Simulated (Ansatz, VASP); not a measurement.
One calculation of SrCl2, two programs

INCAR

```
SYSTEM = SrCl2
  PREC = Accurate
  ENCUT = 520
  EDIFF = 1E-6
  ISMEAR = -1
  SIGMA = 0.02
  LREAL = .FALSE.
  LASPH = .TRUE.
  NELM = 60
  ALGO = Normal
  ISIF = 2
  LWAVE = .FALSE.
  LCHARG = .FALSE.
  GGA = PE
  NBANDS = 19
```

Contents of KPOINTS:

```
regular mesh
0
G
  6 6 6
  0 0 0
```

File POSCAR:

```
SrCl2
1.0
    0.0000000000      3.4412043558      3.4412043558
    3.4412043558      0.0000000000      3.4412043558
    3.4412043558      3.4412043558      0.0000000000
Sr Cl
1 2
Direct
    0.0000000000      0.0000000000      0.0000000000
    0.2500000000      0.2500000000      0.2500000000
    0.7500000000      0.7500000000      0.7500000000
```

Input for Ansatz:

```yaml
crystal:
  lattice:
    - [0.0, 3.441204355796278, 3.441204355796278]
    - [3.441204355796278, 0.0, 3.441204355796278]
    - [3.441204355796278, 3.441204355796278, 0.0]
  atoms:
    - { symbol: Sr, position: [0.0, 0.0, 0.0] }
    - { symbol: Cl, position: [0.25, 0.25, 0.25] }
    - { symbol: Cl, position: [0.75, 0.75, 0.75] }
basis:
  ecutwfc: 500.0
kpoints:
  mp_grid:
    grid: [6, 6, 6]
scf:
  convergence:
    dr2_threshold: 1.0e-10
  occupations:
    method: fermi_dirac
    width: 0.02
output:
  stress: true
```

Alike in both runs: task single point; functional PBE; k mesh 6 × 6 × 6; occupations fermi-dirac, width 0.02 eV; no spin polarisation.

|  | VASP | Ansatz |
| --- | --- | --- |
| version | VASP 6.6.1 | Ansatz 0.2.0 |
| potentials or method | VASP PAW PBE potentials, release 64 (Sr_sv, Cl), cutoff 520 eV | plane waves, PAW |
| valence electrons in the cell | 24 | 24 |

```csv
,VASP,Ansatz,Ansatz less VASP
pressure (GPa),2.8,2.7,-0.11
```
